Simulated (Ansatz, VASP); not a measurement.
**In3Se in VASP and in Ansatz**

Contents of INCAR:

```
ALGO = Normal
EDIFF = 1E-6
ENCUT = 520
GGA = PS
ISIF = 2
ISMEAR = 0
IVDW = 12
LASPH = T
LCHARG = F
LREAL = F
LWAVE = F
NBANDS = 30
NELM = 100
PREC = Accurate
SIGMA = 0.15
```

Contents of KPOINTS:

```
k-points
0
Gamma
  10 10 10
```

POSCAR

```
In3Se
1.0
    4.3814000965      0.0000000000      0.0000000000
    0.0000000000      4.5878535042      0.0000000000
    0.0000000000      0.0000000000      4.5878535042
In Se
3 1
Direct
    0.0000000000      0.5000000000      0.5000000000
    0.5000000000      0.0000000000      0.5000000000
    0.5000000000      0.5000000000      0.0000000000
    0.0000000000      0.0000000000      0.0000000000
```

Input for Ansatz:

```yaml
crystal:
  lattice:
    - [4.3814000965, 0.0, 0.0]
    - [0.0, 4.5878535042, 0.0]
    - [0.0, 0.0, 4.5878535042]
  atoms:
    - { symbol: In, position: [0.0, 0.5, 0.5] }
    - { symbol: In, position: [0.5, 0.0, 0.5] }
    - { symbol: In, position: [0.5, 0.5, 0.0] }
    - { symbol: Se, position: [0.0, 0.0, 0.0] }
basis:
  ecutwfc: 420
kpoints:
  mp_grid: { grid: [10, 10, 10] }
hamiltonian:
  xc: pbesol
  dispersion: d3bj
scf:
  occupations: { method: gaussian, width: 0.15 }
output:
  forces: true
  stress: true
  eigenvalues: true
```

Change from the starting cell: strain -0.0450 x Voigt [1, 0, 0, 0, 0, 0], atoms carried along.

Alike in both runs: task single point; functional PBEsol; dispersion D3(BJ); k mesh 10 × 10 × 10; occupations gaussian, width 0.15 eV; no spin polarisation.

```csv
,VASP,Ansatz
version,VASP 6.6.1,Ansatz 0.2.0
potentials or method,"VASP PAW PBE potentials, release 64 (In_d, Se), cutoff 520 eV","scalar-relativistic, plane waves, PAW"
valence electrons in the cell,45,55
```

```tsv
	VASP	Ansatz	Ansatz less VASP
gap on the k mesh at the Fermi level (eV)	none	none	-
pressure (GPa)	2.6	2.6	-0.01
```

VASP's potentials were made for PBE, not for PBEsol. A gap of «none» marks a metal or a gap that the smearing closes. VASP's potentials hold 45 valence electrons a cell and Ansatz's 55, so a difference there can come from the potentials and not from the codes.
